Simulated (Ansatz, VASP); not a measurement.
One calculation of As, two programs

```
As
1.0
     3.67000    0.00000    0.00000
    -1.83500    3.17831    0.00000
     0.00000    0.00000   28.00000
As
2
Cartesian
  0.0000 2.1189 14.7450
  1.8350 1.0594 13.2550
```

Alike in both runs: task single point; functional PBE; k mesh 9 × 9 × 1; occupations gaussian, width 0.02 eV; no spin polarisation.

```csv
,VASP,Ansatz
version,VASP 6.6.1,Ansatz 0.2.0
potentials or method,"VASP PAW PBE potentials, release 64 (As), cutoff 520 eV","scalar-relativistic, plane waves, PAW"
valence electrons in the cell,10,30
```

```tsv
	VASP	Ansatz	Ansatz less VASP
gap on the k mesh at the Fermi level (eV)	1.34	1.33	-0.002
least direct gap on the mesh (eV)	1.66	1.67	+0.010
rms of the force components (eV/Å)	0.729	0.759	+0.0307
```

Atom by atom the forces differ by 0.031 eV/Å (rms over components). VASP's potentials hold 10 valence electrons a cell and Ansatz's 30, so a difference there can come from the potentials and not from the codes.
